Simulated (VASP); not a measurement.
The system is KBr.

```
CELL_PARAMETERS angstrom
3.97626 0.00000 0.00000
0.00000 3.97626 0.00000
0.00000 0.00000 3.97626
ATOMIC_POSITIONS crystal
K 0.00000 0.00000 0.00000
Br 0.50000 0.50000 0.50000
```

Base run:

```yaml
Program: VASP 6.6.1
Functional: r2SCAN
Potentials_or_basis: VASP PAW PBE potentials, release 64 (K_sv, Br)
Cutoff: 520 eV
k_mesh: 6 × 6 × 6
Occupations: gaussian, width 0.01 eV
Spin: no spin polarisation
```

Its results: band gap on the k mesh 4.77 eV (least direct gap 5.05 eV); pressure 0.0 GPa.

Problem. The run is repeated on the same cell with these changes: functional from r2SCAN to PBE. What comes out?

Solution. Band gap on the k mesh 4.02 eV (least direct gap 4.30 eV); pressure 0.9 GPa.

Caveats: the structure was generated, so it needn't be the stable form of KBr; the PAW data sets were made with another functional, which shifts forces and pressure a little (at least some runs).

A k mesh can miss the band edges.
